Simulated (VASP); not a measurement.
SnTe, 2 atoms in the cell. The structure is cubic, space group Fm-3m (No. 225). Conventional cell: a = 6.302 Å, b = 6.302 Å, c = 6.302 Å, α = 90.00°, β = 90.00°, γ = 90.00°. Te (site symmetry m-3m) has 6 Sn at 3.15 Å within 4.1 Å. Sn (site symmetry m-3m) has 6 Te at 3.15 Å within 4.1 Å. 

* Program: VASP 6.6.1
* Task: single point
* Functional: PBE
* Potentials or basis: VASP PAW PBE potentials, release 64 (Te, Sn_d)
* Cutoff: 520 eV
* k mesh: 7 × 7 × 7
* Occupations: gaussian, width 0.014 eV
* Spin: no spin polarisation
* Dipole correction: no
* Further INCAR settings: ALGO = Normal; EDIFF = 1e-06; NBANDS = 17

Potentials or basis: VASP PAW PBE potentials, release 64 (Te, Sn_d).

Command:

```bash
$ cat potpaw_PBE.64/Te/POTCAR potpaw_PBE.64/Sn_d/POTCAR > POTCAR
$ mpirun -np 1 vasp_std > vasp.out
```

Hardware: 1 thread of Intel(R) Xeon(R) Platinum 8488C (Sapphire Rapids) (shared host).

Question: Estimate the wall time of this run.

Answer: It took 20 s on 1 thread of Intel(R) Xeon(R) Platinum 8488C (Sapphire Rapids) (shared host), peak memory 0.2 GiB. Counts: scf iterations 12, k points 20.
